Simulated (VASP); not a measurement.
Wanted: the native input for a VASP 6.6.1 run.

```
Task                   : single point
Functional             : PBE
Potentials or basis    : VASP PAW PBE potentials, release 64 (Be, Rh_pv, S)
Cutoff                 : 520 eV
k mesh                 : 4 × 4 × 4
Occupations            : gaussian, width 0.1 eV
Spin                   : collinear spin, ferromagnetic start
Starting moments       : [0.0, 1.0, 0.0, 0.0, 0.0] μB
Dipole correction      : no
Further INCAR settings : ALGO = Normal; EDIFF = 1e-07; NBANDS = 30
```

The structure of BeRhS3 lies in POSCAR:

```
BeRhS3
1.0
    4.2239370813      0.0000000000      0.0000000000
    0.0000000000      4.2239370813      0.0000000000
    0.0000000000      0.0000000000      4.2239370813
Be Rh S
1 1 3
Direct
    0.0000000000      0.0000000000      0.0000000000
    0.5000000000      0.5000000000      0.5000000000
    0.5000000000      0.0000000000      0.0000000000
    0.0000000000      0.5000000000      0.0000000000
    0.0000000000      0.0000000000      0.5000000000
```

One way to write it, as run:

INCAR

```
PREC = Accurate ; ENCUT = 520
EDIFF = 1E-7 ; ISMEAR = 0
SIGMA = 0.1 ; LREAL = F
LASPH = T ; NELM = 150
ALGO = Normal ; ISIF = 2
LWAVE = F ; LCHARG = F
ISPIN = 2 ; MAGMOM = 0 1 0 0 0
LORBIT = 11 ; LMAXMIX = 4
GGA = PE ; NBANDS = 30
```

KPOINTS

```
Automatic mesh
0
Gamma
  4 4 4
```

Potentials or basis: VASP PAW PBE potentials, release 64 (Be, Rh_pv, S).

Launch:

```sh
$ cat potpaw_PBE.64/Be/POTCAR potpaw_PBE.64/Rh_pv/POTCAR potpaw_PBE.64/S/POTCAR > POTCAR
$ mpirun -np 1 vasp_std > vasp.out
```

It gave:

The pressure is -0.1 GPa. The net moment is 0.00 μB per cell and the valence electrons inside the program's atomic spheres are Be 1.11; Rh 13.39; S 3.63.

Caveat: the k points lie up to 0.37 Å⁻¹ apart.

Run time: 46 s on 1 thread of Intel(R) Xeon(R) Platinum 8259CL CPU @ 2.50GHz (Skylake/Cascade Lake), with other jobs on the host, peak memory 0.21 GiB.
